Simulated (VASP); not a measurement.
Runs of VASP 6.6.1 on CdH6. The structure is that of space group P4/mmm (No. 123), or close to it. The cells are those of the table. 

| task | cell | k mesh | cutoff (eV) | gap on the mesh (eV) | pressure (GPa) | relaxed volume (Å³/atom) | largest force (eV/Å) |
| --- | --- | --- | --- | --- | --- | --- | --- |
| relaxation of cell and atoms | relaxed from a = 3.520, b = 3.520, c = 5.444 Å, 7 atoms | 10 × 10 × 8 | 600 | none | 0.0 | 9.98 | 0.01 |
| single point | a = 3.525, b = 3.525, c = 5.584 Å, 7 atoms | 10 × 10 × 8 | 520 | none | 0.2 | - | - |
| relaxation of cell and atoms | relaxed from a = 3.553, b = 3.553, c = 5.155 Å, 7 atoms | 6 × 6 × 4 | 600 | none | 0.4 | (b) | 0.04 |
| single point | a = 3.520, b = 3.520, c = 5.444 Å, 7 atoms | 6 × 6 × 4 | 520 | none | 0.5 | - | (a) |
| single point | a = 3.553, b = 3.553, c = 5.155 Å, 7 atoms | 4 × 4 × 6 | 520 | none | 0.4 | - | - |

Alike in all rows: level PBE; potentials or basis VASP PAW PBE potentials, release 64 (Cd, H); no spin polarisation; smearing gaussian 0.1 eV.

Question: Estimate the missing entries.

Answer: (a) 0.02; (b) 9.52.

Caveats: some runs use coarse meshes.

A k mesh can miss the band edges, and the runs leave out spin-orbit coupling on Cd.

A gap of «none» marks levels without a gap at the run's occupations.
